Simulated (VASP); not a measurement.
Wanted: the native input for a VASP 6.6.1 run.

* Task: single point
* Functional: PBE
* Potentials or basis: VASP PAW PBE potentials, release 64 (Sn_d, Al)
* Cutoff: 520 eV
* k mesh: 7 × 7 × 8
* Occupations: gaussian, width 0.019 eV
* Spin: no spin polarisation
* Dipole correction: no
* Further INCAR settings: ALGO = Normal; EDIFF = 1e-06; NBANDS = 16

The structure of AlSn lies in POSCAR:

```
AlSn
1.0
    4.1981056157      0.0000000000      0.0000000000
   -2.0990528078      3.6356661109      0.0000000000
    0.0000000000      0.0000000000      3.3068470000
Sn Al
1 1
Direct
    0.3333333333      0.6666666667      0.5000000000
    0.0000000000      0.0000000000      0.0000000000
```

These files were run (other wordings do the same):

INCAR

```
SYSTEM = AlSn
PREC     = Accurate       ! precision mode
ENCUT    = 520            ! plane-wave cutoff, eV
EDIFF    = 1E-6           ! SCF threshold, eV
ISMEAR   = 0              ! smearing method
SIGMA    = 0.019000000000000003 ! smearing width, eV
LREAL    = .False.        ! projectors in reciprocal space
LASPH    = .True.         ! aspherical terms in the spheres
NELM     = 100            ! most SCF steps
ALGO     = Normal         ! electronic algorithm
ISIF     = 2              ! what is computed and relaxed
LWAVE    = .False.        ! write WAVECAR
LCHARG   = .False.        ! write CHGCAR
GGA      = PE             ! functional
NBANDS   = 16             ! bands
```

KPOINTS

```
regular mesh
0
Gamma
  7 7 8
  0 0 0
```

Potentials or basis: VASP PAW PBE potentials, release 64 (Sn_d, Al).

The run is started by

```console
$ cat potpaw_PBE.64/Sn_d/POTCAR potpaw_PBE.64/Al/POTCAR > POTCAR
$ mpirun -np 1 vasp_std > vasp.out
```

It gave:

The pressure is 0.2 GPa and the band gap on the k mesh is zero (an odd number of electrons rules out a gap without spin polarisation).

Caveat: spin-orbit coupling is left out, which moves the levels of the heavy elements.

Wall time 48 s on 1 thread of Intel Xeon 8259CL, on a shared host, peak memory 0.19 GiB.
